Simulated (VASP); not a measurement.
## SnO2 (Cassiterite): single point with r2SCAN

SnO2 (Cassiterite):

```
CELL_PARAMETERS angstrom
4.64234 0.00000 0.00000
0.00000 4.64234 0.00000
0.00000 0.00000 3.16314
ATOMIC_POSITIONS crystal
Sn 0.00000 0.00000 0.00000
Sn 0.50000 0.50000 0.50000
O 0.30512 0.30512 0.00000
O 0.19488 0.80512 0.50000
O 0.69488 0.69488 0.00000
O 0.80512 0.19488 0.50000
```

This cell differs from its parent crystal: volume scaled by 0.94, then relaxed in part.

- Program: VASP 6.6.1
- Task: single point
- Functional: r2SCAN
- Potentials or basis: VASP PAW PBE potentials, release 64 (Sn_d, O)
- Cutoff: 520 eV
- k mesh: 6 × 6 × 8
- Occupations: gaussian, width 0.02 eV
- Spin: no spin polarisation

The pressure is 16.1 GPa, the largest force is 0.018 eV/Å and the band gap on the k mesh is 2.52 eV, direct.

Forces on the atoms (eV/Å):
```
Sn   0.000  0.000  0.000
Sn   0.000  0.000  0.000
O   -0.013 -0.013  0.000
O    0.013 -0.013  0.000
O    0.013  0.013  0.000
O   -0.013  0.013  0.000
```

Stress tensor (GPa, compression positive):
```
15.95  0.00  0.00
 0.00 15.95  0.00
 0.00  0.00 16.46
```

Levels at points of the mesh, in eV from the valence-band top:
```
           k point  band 24  band 25  band 26  band 27  band 28  band 29
(0.00, 0.00, 0.00)    -0.82    -0.82     0.00     2.52     7.31     7.32
(0.50, 0.00, 0.00)    -1.17    -0.64    -0.64     5.72     5.72     8.11
(0.50, 0.50, 0.00)    -1.31    -0.96    -0.96     6.17     6.17     8.66
(0.00, 0.00, 0.50)    -1.84    -1.35    -1.35     7.65     7.65    11.04
(0.50, 0.00, 0.50)    -1.21    -0.59    -0.59     7.96     7.96     9.48
(0.50, 0.50, 0.50)    -0.99    -0.91    -0.91     6.20     6.20    10.00
```

Wall time 2.2 min on 1 thread of Intel(R) Xeon(R) 6975P-C (Granite Rapids) (shared host), peak memory 0.23 GiB.

Caveat: the PAW data sets were made with another functional, which shifts forces and pressure a little; spin-orbit coupling is left out, which moves the levels of the heavy elements.
